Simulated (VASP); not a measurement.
# Cu (Fm-3m) in VASP: further runs, part 2 of 2

VASP 6.6.1. The steps go on from the part before.

### Step 3. Single point, PBE

This run uses another cell than the first one, of 11.95 Å³/atom, 0.983 times its volume.

File INCAR:

```
SYSTEM = Cu
PREC = Accurate ; ENCUT = 520
EDIFF = 1E-6 ; ISMEAR = 0
SIGMA = 0.1 ; LREAL = .FALSE.
LASPH = .TRUE. ; NELM = 60
ALGO = Normal ; ISIF = 2
LWAVE = .FALSE. ; LCHARG = .TRUE.
GGA = PE ; LELF = .TRUE.
LVHAR = .TRUE. ; NBANDS = 12
```

File KPOINTS:

```
Automatic mesh
0
G
  20 20 20
  0 0 0
```

File POSCAR:

```
Cu
1.0
    0.0000000000      1.8144083014      1.8144083014
    1.8144083014      0.0000000000      1.8144083014
    1.8144083014      1.8144083014      0.0000000000
Cu
1
Direct
    0.0000000000      0.0000000000      0.0000000000
```

Potentials or basis: VASP PAW PBE potentials, release 64 (Cu).

On the command line:

```sh
> cat potpaw_PBE.64/Cu/POTCAR > POTCAR
> mpirun -np 1 vasp_std > vasp.out
```

OUTCAR:

```text
SYSTEM = Cu
   PREC = Accurate
   ENCUT = 520
   EDIFF = 1E-6
   ISMEAR = 0
   LREAL = .FALSE.
   LASPH = .TRUE.
   NELM = 60
   ISIF = 2
   GGA = PE

 ion  position               nearest neighbor table
   1  0.000  0.000  0.000-

  LATTYP: Found a face centered cubic cell.
 ALAT       =     3.6288166028

  Lattice vectors:

 A1 = (   0.0000000000,   1.8144083014,   1.8144083014)
 A2 = (   1.8144083014,   0.0000000000,   1.8144083014)
 A3 = (   1.8144083014,   1.8144083014,   0.0000000000)

Analysis of symmetry for initial positions (statically):
=====================================================================
 Subroutine PRICEL returns:
 Original cell was already a primitive cell.

 Routine SETGRP: Setting up the symmetry group for a
 face centered cubic supercell.

 Subroutine GETGRP returns: Found 48 space group operations
 (whereof 48 operations were pure point group operations)
 out of a pool of 48 trial point group operations.

The static configuration has the point symmetry O_h .

Analysis of symmetry for dynamics (positions and initial velocities):
=====================================================================
 Subroutine PRICEL returns:
 Original cell was already a primitive cell.

 Routine SETGRP: Setting up the symmetry group for a
 face centered cubic supercell.

 Subroutine GETGRP returns: Found 48 space group operations
 (whereof 48 operations were pure point group operations)
 out of a pool of 48 trial point group operations.

The dynamic configuration has the point symmetry O_h .

 Subroutine INISYM returns: Found 48 space group operations
 (whereof 48 operations are pure point group operations),
 and found     1 'primitive' translations

----------------------------------------------------------------------------------------

                                     Primitive cell

  volume of cell :      11.9463

  direct lattice vectors                    reciprocal lattice vectors
     0.000000000  1.814408301  1.814408301    -0.275571931  0.275571931  0.275571931
[... 112 lines left out ...]
   IVDW    =     0    specifies the selected vdW correction
   LEPSILON=     F    determine dielectric tensor
   LRPA    =     F    only Hartree local field effects (RPA)
 non-spin polarized calculation
 Gauss-broadening in eV      SIGMA  =   0.10
  energy-cutoff  :      520.00
  volume of cell :       11.95
 maximum number of plane-waves:       332
   NGX =  9   NGY =  9   NGZ =  9

 number of electron      10.9999998 magnetization

 Free energy of the ion-electron system (eV)
  ---------------------------------------------------
  ext. energy  EPLUGINS =         0.00000000
  ---------------------------------------------------
  free energy    TOTEN  =        -3.72935916 eV

  energy without entropy =       -3.72802691  energy(sigma->0) =       -3.72869303

 E-fermi :   7.4180     XC(G=0): -12.6593

 val. band max:        7.3994796191   @ k =   0.5000   0.2500   0.1000
 cond. band min:       7.4653086012   @ k =   0.5000   0.3500   0.1500
 fundamental gap:      0.0658289822
 Fermi energy:         7.4180007942

 k-point     1 :       0.0000    0.0000    0.0000
  band No.  band energies     occupation
      1      -1.8198      2.00000
      2       4.4538      2.00000
      3       4.4538      2.00000
      4       4.4538      2.00000
      5       5.2614      2.00000
      6       5.2614      2.00000
      7      29.9469      0.00000
      8      32.5026      0.00000
      9      32.5026      0.00000
     10      32.5026      0.00000
     11      34.9860      0.00000
     12      34.9860      0.00000
[... 331 lines left out ...]
 k-point    24 :      -0.3500    0.0500    0.0000
  band No.  band energies     occupation
      1       1.9707      2.00000
      2       4.4799      2.00000
      3       4.5190      2.00000
      4       4.6549      2.00000
      5       5.5717      2.00000
      6       5.8506      2.00000
      7      14.6585      0.00000
      8      27.1065      0.00000
      9      29.5030      0.00000
     10      30.4171      0.00000
     11      32.7467      0.00000
     12      34.4691      0.00000

 [... further k-points ...]

------------------------ aborting loop because EDIFF is reached ----------------------------------------

  FORCE on cell =-STRESS in cart. coord.  units (eV):
  Direction    XX          YY          ZZ          XY          YZ          ZX
  --------------------------------------------------------------------------------------
  -------------------------------------------------------------------------------------
  Total        0.0509142      0.0509142      0.0509142     -0.0000000     -0.0000000      0.0000000
  in kB        6.8283331      6.8283331      6.8283331     -0.0000000     -0.0000000      0.0000000
  external PRESSURE =       6.8283331 kB  Pullay stress =       0.0000000 kB

 VOLUME and BASIS-vectors are now :
 -----------------------------------------------------------------------------
  energy-cutoff  :      520.00
  volume of cell :       11.95
      direct lattice vectors                 reciprocal lattice vectors
     0.000000000  1.814408301  1.814408301    -0.275571931  0.275571931  0.275571931
     1.814408301  0.000000000  1.814408301     0.275571931 -0.275571931  0.275571931
     1.814408301  1.814408301  0.000000000     0.275571931  0.275571931 -0.275571931

 POSITION                                       TOTAL-FORCE (eV/Angst)
 -----------------------------------------------------------------------------------
      0.00000      0.00000      0.00000         0.000000      0.000000     -0.000000
 -----------------------------------------------------------------------------------
    total drift:                                0.000000      0.000000      0.000000

  FREE ENERGIE OF THE ION-ELECTRON SYSTEM (eV)
  ---------------------------------------------------
  free  energy   TOTEN  =        -3.7293591588 eV

  energy  without entropy=       -3.7280269088  energy(sigma->0) =       -3.72869303
```

OSZICAR:

```text
N       E                     dE             d eps       ncg     rms          rms(c)
DAV:   1     0.426906624699E+02    0.42691E+02   -0.53792E+03  6796   0.153E+03
DAV:   2    -0.327806318480E+01   -0.45969E+02   -0.42421E+02  6328   0.203E+02
DAV:   3    -0.461818315528E+01   -0.13401E+01   -0.13259E+01  7136   0.397E+01
DAV:   4    -0.462690985173E+01   -0.87267E-02   -0.87255E-02  7044   0.285E+00
DAV:   5    -0.462699447290E+01   -0.84621E-04   -0.84620E-04  7300   0.285E-01    0.765E+00
DAV:   6    -0.411720615121E+01    0.50979E+00   -0.14626E+01  7352   0.721E+01    0.398E+00
DAV:   7    -0.374149693994E+01    0.37571E+00   -0.23298E+00  7344   0.288E+01    0.570E-01
DAV:   8    -0.373098628580E+01    0.10511E-01   -0.45477E-03  7168   0.102E+00    0.305E-01
DAV:   9    -0.372935926192E+01    0.16270E-02   -0.10150E-02  7636   0.175E+00    0.310E-02
DAV:  10    -0.372935986720E+01   -0.60528E-06   -0.48381E-05  9172   0.117E-01    0.704E-03
DAV:  11    -0.372935915885E+01    0.70835E-06   -0.40586E-07  5224   0.102E-02
   1 F= -.37293592E+01 E0= -.37286930E+01  d E =-.133225E-02
```

It took 13 s on 1 thread of Intel Xeon 6975P-C (Granite Rapids), shared host; peak memory 0.15 GiB.

What came out:

```yaml
Free_energy: -3.7294 eV
Pressure: 0.7 GPa
```

### Step 4. Single point, PBE

This run uses another cell than the first one, of 11.95 Å³/atom, 0.983 times its volume.

File INCAR:

```
SYSTEM = Cu
  ALGO = Normal
  EDIFF = 1E-6
  ENCUT = 520
  GGA = PE
  ISIF = 2
  ISMEAR = -1
  LASPH = .TRUE.
  LCHARG = .FALSE.
  LREAL = .FALSE.
  LWAVE = .FALSE.
  NBANDS = 12
  NELM = 60
  PREC = Accurate
  SIGMA = 0.15
```

File KPOINTS:

```
k-points
0
G
  20 20 20
  0 0 0
```

File POSCAR:

```
Cu
1.0
    0.0000000000      1.8147254140      1.8147254140
    1.8147254140      0.0000000000      1.8147254140
    1.8147254140      1.8147254140      0.0000000000
Cu
1
Direct
    0.0000000000      0.0000000000      0.0000000000
```

On the command line:

```sh
> cat potpaw_PBE.64/Cu/POTCAR > POTCAR
> mpirun -np 1 vasp_std > vasp.out
```

It took 12 s on 1 thread of Intel Xeon 6975P-C (Granite Rapids), shared host; peak memory 0.15 GiB.

The run converged. Its results:

```yaml
Free_energy: -3.7393 eV
Pressure: 0.7 GPa
```

Levels at points of the mesh, in eV from the Fermi level:
| k point | band 3 | band 4 | band 5 | band 6 | band 7 | band 8 | band 9 | band 10 |
| --- | --- | --- | --- | --- | --- | --- | --- | --- |
| (0.00, 0.00, 0.00) | -3.01 | -3.01 | -2.20 | -2.20 | 22.49 | 25.04 | 25.04 | 25.04 |
| (0.50, 0.00, 0.00) | -3.04 | -1.64 | -1.64 | -0.98 | 3.68 | 20.99 | 21.87 | 21.87 |
| (0.50, 0.50, 0.00) | -1.66 | -1.50 | -1.50 | 1.50 | 7.02 | 12.98 | 12.98 | 17.44 |

### Step 5. Relaxation of cell and atoms, PBE

This run uses another cell than the first one, of 11.95 Å³/atom, 0.983 times its volume.

File INCAR:

```
SYSTEM = Cu
  ALGO = Fast
  EDIFF = 1E-6
  EDIFFG = -0.001
  ENCUT = 600
  GGA = PE
  IBRION = 2
  ISIF = 3
  ISMEAR = -1
  LASPH = .TRUE.
  LCHARG = .FALSE.
  LREAL = .FALSE.
  LWAVE = .FALSE.
  NELM = 60
  NSW = 80
  PREC = Accurate
  SIGMA = 0.15
```

KPOINTS is that of step 4.

File POSCAR:

```
Cu
1.0
    0.0000000000      1.8144083014      1.8144083014
    1.8144083014      0.0000000000      1.8144083014
    1.8144083014      1.8144083014      0.0000000000
Cu
1
Direct
    0.0000000000      0.0000000000      0.0000000000
```

Potentials or basis: VASP PAW PBE potentials, release 64 (Cu).

On the command line:

```sh
> cat potpaw_PBE.64/Cu/POTCAR > POTCAR
> mpirun -np 1 vasp_std > vasp.out
```

OUTCAR:

```text
SYSTEM = Cu
   EDIFF = 1E-6
   EDIFFG = -0.001
   ENCUT = 600
   GGA = PE
   IBRION = 2
   ISIF = 3
   ISMEAR = -1
   LASPH = .TRUE.
   LREAL = .FALSE.
   NELM = 60
   NSW = 80
   PREC = Accurate

 ion  position               nearest neighbor table
   1  0.000  0.000  0.000-

  LATTYP: Found a face centered cubic cell.
 ALAT       =     3.6288166028

  Lattice vectors:

 A1 = (   0.0000000000,   1.8144083014,   1.8144083014)
 A2 = (   1.8144083014,   0.0000000000,   1.8144083014)
 A3 = (   1.8144083014,   1.8144083014,   0.0000000000)

Analysis of symmetry for initial positions (statically):
=====================================================================
 Subroutine PRICEL returns:
 Original cell was already a primitive cell.

[... 288 lines left out ...]
 Fermi energy:         7.3827951285

 k-point     1 :       0.0000    0.0000    0.0000
  band No.  band energies     occupation
      1      -1.8478      2.00000
      2       4.3940      2.00000
      3       4.3940      2.00000
      4       4.3940      2.00000
      5       5.1937      2.00000
      6       5.1937      2.00000
      7      29.8269      0.00000
      8      32.3366      0.00000
      9      32.3366      0.00000
[... 265 lines left out ...]
 k-point    24 :      -0.3500    0.0500    0.0000
  band No.  band energies     occupation
      1       1.9292      2.00000
      2       4.4200      2.00000
      3       4.4587      2.00000
      4       4.5980      2.00000
      5       5.5012      1.99999
      6       5.7786      1.99995
      7      14.5497      0.00000
      8      26.9651      0.00000
      9      29.3677      0.00000

 [... further k-points ...]

------------------------ aborting loop because EDIFF is reached ----------------------------------------

  FORCE on cell =-STRESS in cart. coord.  units (eV):
  Direction    XX          YY          ZZ          XY          YZ          ZX
  --------------------------------------------------------------------------------------
  -------------------------------------------------------------------------------------
  Total       -0.0006618     -0.0006618     -0.0006618      0.0000000      0.0000000     -0.0000000
  in kB       -0.0882350     -0.0882350     -0.0882350      0.0000000      0.0000000     -0.0000000
  external PRESSURE =      -0.0882350 kB  Pullay stress =       0.0000000 kB
[... 16 lines left out ...]
  FREE ENERGIE OF THE ION-ELECTRON SYSTEM (eV)
  ---------------------------------------------------
  free  energy   TOTEN  =        -3.7394931944 eV

  energy  without entropy=       -3.7176150728  energy(sigma->0) =       -3.72855413

 reached required accuracy - stopping structural energy minimisation
```

OSZICAR:

```text
N       E                     dE             d eps       ncg     rms          rms(c)
DAV:   1     0.393242210881E+02    0.39324E+02   -0.62146E+03  4696   0.227E+03
DAV:   2    -0.414897705409E+01   -0.43473E+02   -0.41341E+02  4632   0.207E+02
DAV:   3    -0.463956967988E+01   -0.49059E+00   -0.48905E+00  5503   0.315E+01
DAV:   4    -0.464323818942E+01   -0.36685E-02   -0.36681E-02  5723   0.248E+00
[... 32 lines left out ...]
DAV:   1    -0.373955032113E+01   -0.55769E-04   -0.10700E-03  5044   0.854E-01    0.625E-02
RMM:   2    -0.373951130192E+01    0.39019E-04   -0.26914E-04  4640   0.400E-01    0.295E-02
RMM:   3    -0.373949480868E+01    0.16493E-04   -0.42254E-05  4591   0.178E-01    0.114E-02
RMM:   4    -0.373949342280E+01    0.13859E-05   -0.24425E-06  3455   0.218E-02    0.453E-03
RMM:   5    -0.373949319445E+01    0.22836E-06   -0.12464E-06  2753   0.311E-02
   4 F= -.37394932E+01 E0= -.37285541E+01  d E =-.148890E-03
```

CONTCAR:

```text
Cu
   1.00000000000000
    -0.0000000000000000    1.8179918086741105    1.8179918086741105
     1.8179918086741105   -0.0000000000000000    1.8179918086741105
     1.8179918086741105    1.8179918086741105   -0.0000000000000000
  Cu
     1
Direct
     1.0000000000000000    0.0000000000000000    0.0000000000000000

  0.00000000E+00  0.00000000E+00  0.00000000E+00
```

Run time: 32 s. Hardware: 1 thread of Intel Xeon 6975P-C (Granite Rapids), shared host; peak memory 0.15 GiB.

What came out:

| Quantity | Value |
| --- | --- |
| Free energy | -3.7395 eV |
| Relaxed volume | 12.02 Å³/atom |
| Relaxed cell | a = 2.571 Å, b = 2.571 Å, c = 2.571 Å, α = 60.00°, β = 60.00°, γ = 60.00° |
| Space group after relaxing (to 0.05 Å) | Fm-3m (No. 225) |
| Energy gained by relaxing | 0.1 meV/atom |
| Ionic steps | 4 |
| Pressure after relaxing | 0.0 GPa |

Step by step:
```
step  energy change (eV)  largest force (eV/Å)  pressure (GPa)  volume (Å³)
   1              0.0000                0.0000            1.02        11.95
   2              0.0000                0.0000           -1.02        12.08
   3             -0.0002                0.0000            0.10        12.01
   4             -0.0001                0.0000           -0.01        12.02
```

Final structure:
```xyz
1
Lattice="0.0000 1.8180 1.8180 1.8180 0.0000 1.8180 1.8180 1.8180 0.0000" Properties=species:S:1:pos:R:3 pbc="T T T"
Cu    0.0000    1.8180    1.8180
```

PBE usually gives volumes a little too large and moduli too small. Zero-point motion and thermal expansion aren't in these numbers.

### Step 6. Summary

| task | cell | k mesh | cutoff (eV) | smearing | gap on the mesh (eV) | pressure (GPa) |
| --- | --- | --- | --- | --- | --- | --- |
| single point | a = 2.581 Å, angles 60.0°, 1 atom | 8 × 8 × 8 | 520 | gaussian 0.1 eV | none | -1.0 |
| single point | a = 2.566 Å, angles 60.0°, 1 atom | 20 × 20 × 20 | 520 | gaussian 0.1 eV | none | 0.7 |
| single point | a = 2.566 Å, angles 60.0°, 1 atom | 20 × 20 × 20 | 520 | fermi-dirac 0.15 eV | none | 0.7 |
| relaxation of cell and atoms | relaxed from a = 2.566 Å, angles 60.0°, 1 atom | 20 × 20 × 20 | 600 | fermi-dirac 0.15 eV | none | 0.0 |

Alike in all rows: level PBE; potentials or basis VASP PAW PBE potentials, release 64 (Cu); no spin polarisation.

Caveats: some runs use coarse meshes.

Total energies depend on the potentials used, so only differences within one code and one set of settings carry meaning.
